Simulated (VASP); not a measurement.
# AlN (P1) in VASP: single point with PBE

Aim: the single point of AlN with PBE.

All numbers are computed with VASP 6.6.1; they aren't measurements. Logs are shortened: lines on timing, memory, paths and dates and some standing lists are left out, and cuts for length are marked.

## Step 1: The cell of the first run

The typed cell holds 2 atoms: a = 3.113 Å, b = 3.113 Å, c = 3.113 Å, α = 60.00°, β = 60.00°, γ = 60.00°.

## Step 2: Single point, PBE (mode 4 frozen in at -0.073 Å and mode 5 at -0.024 Å (largest displacements))

Contents of INCAR:

```
PREC = Accurate
ENCUT = 520
EDIFF = 1E-7
ISMEAR = 0
SIGMA = 0.05
LREAL = F
LASPH = T
NELM = 100
ALGO = Normal
ISIF = 2
LWAVE = F
LCHARG = F
GGA = PE
NBANDS = 11
```

Contents of KPOINTS:

```
regular mesh
0
Gamma
  10 10 10
```

Contents of POSCAR:

```
AlN
1.0
    0.0000000000      2.2012588983      2.2012588983
    2.2012588983      0.0000000000      2.2012588983
    2.2012588983      2.2012588983      0.0000000000
Al N
1 1
Direct
   -0.0057307778      0.0114379721      0.0057307778
    0.7610391377      0.7279671532      0.7389608623
```

Potentials or basis: VASP PAW PBE potentials, release 64 (Al, N).

Launch:

```bash
$ cat potpaw_PBE.64/Al/POTCAR potpaw_PBE.64/N/POTCAR > POTCAR
$ mpirun -np 1 vasp_std > vasp.out
```

OUTCAR:

```text
PREC = Accurate
   ENCUT = 520
   EDIFF = 1E-7
   ISMEAR = 0
   LREAL = F
   LASPH = T
   NELM = 100
   ISIF = 2
   GGA = PE

 ion  position               nearest neighbor table
   1  0.994  0.011  0.006-   2 1.82   2 1.87   2 1.95   2 1.99
   2  0.761  0.728  0.739-   1 1.82   1 1.87   1 1.95   1 1.99

  LATTYP: Found a face centered cubic cell.
 ALAT       =     4.4025177966

  Lattice vectors:

 A1 = (   0.0000000000,   2.2012588983,   2.2012588983)
 A2 = (   2.2012588983,   0.0000000000,   2.2012588983)
 A3 = (   2.2012588983,   2.2012588983,   0.0000000000)

Analysis of symmetry for initial positions (statically):
=====================================================================
 Subroutine PRICEL returns:
 Original cell was already a primitive cell.

 Routine SETGRP: Setting up the symmetry group for a
 face centered cubic supercell.

 Subroutine GETGRP returns: Found  1 space group operations
 (whereof  1 operations were pure point group operations)
 out of a pool of 48 trial point group operations.

The static configuration has the point symmetry C_1 .

Analysis of symmetry for dynamics (positions and initial velocities):
=====================================================================
 Subroutine PRICEL returns:
 Original cell was already a primitive cell.

 Routine SETGRP: Setting up the symmetry group for a
 face centered cubic supercell.

 Subroutine GETGRP returns: Found  1 space group operations
 (whereof  1 operations were pure point group operations)
 out of a pool of 48 trial point group operations.

The dynamic configuration has the point symmetry C_1 .

 Subroutine INISYM returns: Found  1 space group operations
 (whereof  1 operations are pure point group operations),
 and found     1 'primitive' translations

----------------------------------------------------------------------------------------

                                     Primitive cell

  volume of cell :      21.3326

  direct lattice vectors                    reciprocal lattice vectors
     0.000000000  2.201258898  2.201258898    -0.227142750  0.227142750  0.227142750
     2.201258898  0.000000000  2.201258898     0.227142750 -0.227142750  0.227142750
     2.201258898  2.201258898  0.000000000     0.227142750  0.227142750 -0.227142750

  length of vectors
     3.113050188  3.113050188  3.113050188     0.393422784  0.393422784  0.393422784

  position of ions in fractional coordinates (direct lattice)
     0.994269222  0.011437972  0.005730778
     0.761039138  0.727967153  0.738960862

  ion indices of the primitive-cell ions
   primitive index   ion index
                 1           1
                 2           2

----------------------------------------------------------------------------------------

 KPOINTS: regular mesh

Automatic generation of k-mesh.
 Grid dimensions read from file:
 generate k-points for:   10   10   10

 Generating k-lattice:

  Cartesian coordinates                     Fractional coordinates (reciprocal lattice)
    -0.022714275  0.022714275  0.022714275     0.100000000  0.000000000  0.000000000
     0.022714275 -0.022714275  0.022714275     0.000000000  0.100000000  0.000000000
     0.022714275  0.022714275 -0.022714275     0.000000000  0.000000000  0.100000000

  Length of vectors
     0.039342278  0.039342278  0.039342278

  Shift w.r.t. Gamma in fractional coordinates (k-lattice)
     0.000000000  0.000000000  0.000000000

 Subroutine IBZKPT returns following result:
 ===========================================

 Found    504 irreducible k-points:

 Following reciprocal coordinates:
            Coordinates               Weight
  0.000000  0.000000  0.000000      1.000000
  0.100000  0.000000  0.000000      2.000000
  0.000000  0.100000  0.000000      2.000000
  0.000000  0.000000  0.100000      2.000000
  0.100000  0.100000  0.100000      2.000000
  0.200000  0.000000  0.000000      2.000000
[... 16 lines left out ...]
  0.000000  0.100000  0.100000      2.000000
  0.100000  0.000000  0.100000      2.000000
 [... further k-points ...]
   k-points           NKPTS =    504   k-points in BZ     NKDIM =    504   number of bands    NBANDS=     11
   number of dos      NEDOS =    301   number of ions     NIONS =      2
   total plane-waves  NPLWV =  13824
   dimension x,y,z NGX =    24 NGY =   24 NGZ =   24
   dimension x,y,z NGXF=    48 NGYF=   48 NGZF=   48
   ions per type =               1   1
   NGX,Y,Z   is equivalent  to a cutoff of  12.82, 12.82, 12.82 a.u.
   NGXF,Y,Z  is equivalent  to a cutoff of  25.63, 25.63, 25.63 a.u.
 SYSTEM =  unknown system
   PREC   = accura    normal or accurate (medium, high low for compatibility)
   ISTART =      0    job   : 0-new  1-cont  2-samecut
   ICHARG =      2    charge: 1-file 2-atom 10-const
   ISPIN  =      1    spin polarized calculation?
   LNONCOLLINEAR =      F non collinear calculations
   LSORBIT =      F    spin-orbit coupling
   LASPH  =      T    aspherical Exc in radial PAW
   ENCUT  =  520.0 eV  38.22 Ry    6.18 a.u.   5.79  5.79  5.79*2*pi/ulx,y,z
   NELM   =    100;   NELMIN=  2; NELMDL= -5     # of ELM steps
   EDIFF  = 0.1E-06   stopping-criterion for ELM
   LREAL  =      F    real-space projection
   EDIFFG = 0.1E-05   stopping-criterion for IOM
   NSW    =      0    number of steps for IOM
   IBRION =     -1    ionic relax: 0-MD 1-quasi-New 2-CG
   NFREE  =      0    steps in history (QN), initial steepest desc. (CG)
   ISIF   =      2    stress and relaxation
   ISYM   =      2    0-nonsym 1-usesym 2-fastsym
   POTIM  = 0.5000    time-step for ionic-motion
   TEBEG  =    0.0;   TEEND  =   0.0 temperature during run
   PSTRESS=    0.0 pullay stress
   NELECT =       8.0000    total number of electrons
   NUPDOWN=      -1.0000    fix difference up-down
   EMIN   =  10.00;   EMAX   =-10.00  energy-range for DOS
   EFERMI =   0.00;   METHOD = LEGACY
   ISMEAR =     0;   SIGMA  =   0.05  broadening in eV -4-tet -1-fermi 0-gaus
   EFERMI_NEDOS =   21; number of points for ismear=-14 and -15
   IALGO  =     38    algorithm
   IMIX   =      4    mixing-type and parameters
     AMIX     =   0.40;   BMIX     =  1.00
     AMIX_MAG =   1.60;   BMIX_MAG =  1.00
  volume/ion in A,a.u.               =      10.67        71.98
  Fermi-wavevector in a.u.,A,eV,Ry     =   1.180566  2.230947 18.962939  1.393737
  Thomas-Fermi vector in A             =   2.316856
   LORBIT       =      0    0 simple, 1 ext, 2 COOP (PROOUT), +10 PAW based schemes
   GGA     = PE    functional components
   LHFCALC =     F    Hartree Fock is set to
   AEXX    =    0.0000 exact exchange contribution
   IVDW    =     0    specifies the selected vdW correction
   LEPSILON=     F    determine dielectric tensor
   LRPA    =     F    only Hartree local field effects (RPA)
 non-spin polarized calculation
 Gauss-broadening in eV      SIGMA  =   0.05
  energy-cutoff  :      520.00
  volume of cell :       21.33
 maximum number of plane-waves:       589
   NGX = 11   NGY = 11   NGZ = 11

 number of electron       8.0000000 magnetization

 Free energy of the ion-electron system (eV)
  ---------------------------------------------------
  ext. energy  EPLUGINS =         0.00000000
  ---------------------------------------------------
  free energy    TOTEN  =       -14.75432461 eV

  energy without entropy =      -14.75432461  energy(sigma->0) =      -14.75432461

 E-fermi :   6.3294     XC(G=0): -10.8298

 val. band max:        6.0364357213   @ k =   0.0000   0.0000   0.0000
 cond. band min:       9.0399770335   @ k =   0.5000   0.0000   0.5000
 fundamental gap:      3.0035413121
 Fermi energy:         6.3294479184

 k-point     1 :       0.0000    0.0000    0.0000
  band No.  band energies     occupation
      1      -9.1019      2.00000
      2       5.4308      2.00000
      3       5.7529      2.00000
      4       6.0364      2.00000
      5       9.7072      0.00000
      6      18.0387      0.00000
      7      18.0829      0.00000
      8      18.1312      0.00000
      9      23.1538      0.00000
     10      23.2228      0.00000
     11      24.1710      0.00000

 k-point     2 :       0.1000    0.0000    0.0000
  band No.  band energies     occupation
      1      -8.9603      2.00000
      2       4.9993      2.00000
      3       5.3999      2.00000
      4       5.8870      2.00000
      5      10.3968      0.00000
      6      17.5736      0.00000
      7      18.2123      0.00000
      8      18.3040      0.00000
      9      22.0430      0.00000
     10      22.0885      0.00000
     11      23.6904      0.00000

 k-point     3 :       0.0000    0.1000    0.0000
  band No.  band energies     occupation
      1      -8.9588      2.00000
      2       4.7055      2.00000
      3       5.6705      2.00000
      4       5.9777      2.00000
      5      10.3281      0.00000
      6      17.6618      0.00000
      7      18.1887      0.00000
      8      18.3254      0.00000
      9      21.8411      0.00000
     10      21.9213      0.00000
     11      24.0697      0.00000

 k-point     4 :       0.0000    0.0000    0.1000
  band No.  band energies     occupation
      1      -8.9593      2.00000
      2       4.7870      2.00000
      3       5.5699      2.00000
      4       5.9757      2.00000
      5      10.3498      0.00000
      6      17.6007      0.00000
      7      18.1599      0.00000
      8      18.3875      0.00000
      9      21.8962      0.00000
     10      21.9955      0.00000
     11      23.9463      0.00000
[... 239 lines left out ...]
 k-point    22 :       0.1000    0.1000    0.0000
  band No.  band energies     occupation
      1      -8.9126      2.00000
      2       4.8323      2.00000
      3       5.5003      2.00000
      4       5.6890      2.00000
      5      10.5719      0.00000
      6      17.3668      0.00000
      7      18.3375      0.00000
      8      18.4637      0.00000
      9      20.2730      0.00000
     10      23.5087      0.00000
     11      25.0687      0.00000

 k-point    23 :       0.0000    0.1000    0.1000
  band No.  band energies     occupation
      1      -8.9126      2.00000
      2       4.9346      2.00000
      3       5.2683      2.00000
      4       5.8097      2.00000
      5      10.5796      0.00000
      6      17.4507      0.00000
      7      18.3323      0.00000
      8      18.3881      0.00000
      9      20.2889      0.00000
     10      23.5250      0.00000
     11      24.7805      0.00000

 k-point    24 :       0.1000    0.0000    0.1000
  band No.  band energies     occupation
      1      -8.9125      2.00000
      2       4.8233      2.00000
      3       5.5487      2.00000
      4       5.6507      2.00000
      5      10.5709      0.00000
      6      17.3578      0.00000
      7      18.3360      0.00000
      8      18.4739      0.00000
      9      20.2712      0.00000
     10      23.5064      0.00000
     11      25.1402      0.00000

 [... further k-points ...]
[... 5 lines left out ...]
  --------------------------------------------------------------------------------------
  -------------------------------------------------------------------------------------
  Total        0.0042657      0.2916227      0.2575935     -0.3144246     -0.9127571      0.1468856
  in kB        0.3203720     21.9022379     19.3464880    -23.6147683    -68.5523614     11.0318041
  external PRESSURE =      13.8563660 kB  Pullay stress =       0.0000000 kB

 VOLUME and BASIS-vectors are now :
 -----------------------------------------------------------------------------
  energy-cutoff  :      520.00
  volume of cell :       21.33
      direct lattice vectors                 reciprocal lattice vectors
     0.000000000  2.201258898  2.201258898    -0.227142750  0.227142750  0.227142750
     2.201258898  0.000000000  2.201258898     0.227142750 -0.227142750  0.227142750
     2.201258898  2.201258898  0.000000000     0.227142750  0.227142750 -0.227142750

 POSITION                                       TOTAL-FORCE (eV/Angst)
 -----------------------------------------------------------------------------------
      0.03779      2.20126      2.21382        -1.507544      0.235061     -0.531272
      3.22909      3.30189      3.27769         1.507544     -0.235061      0.531272
 -----------------------------------------------------------------------------------
    total drift:                                0.000034     -0.000028      0.000059

  FREE ENERGIE OF THE ION-ELECTRON SYSTEM (eV)
  ---------------------------------------------------
  free  energy   TOTEN  =       -14.7543246060 eV

  energy  without entropy=      -14.7543246060  energy(sigma->0) =      -14.75432461
```

Run time: 41 s. Hardware: 1 thread of Intel Xeon Platinum 8488C (Sapphire Rapids), shared host; peak memory 0.22 GiB.

What came out:

```yaml
Free_energy: -14.7543 eV
Pressure: 1.4 GPa
Largest_force: 1.616 eV/Å
Band_gap_on_the_k_mesh: 3.00 eV, indirect (least direct gap 3.67 eV)
```

Forces in eV/Å, atoms in the order of the input:
```
Al  -1.508  0.235 -0.531
N    1.508 -0.235  0.531
```

Caveat: the cell differs from its parent crystal (mode 4 frozen in at -0.073 Å and mode 5 at -0.024 Å (largest displacements)); forces of over 1 eV/Å act on the atoms, so gaps and moduli don't describe the material at rest.
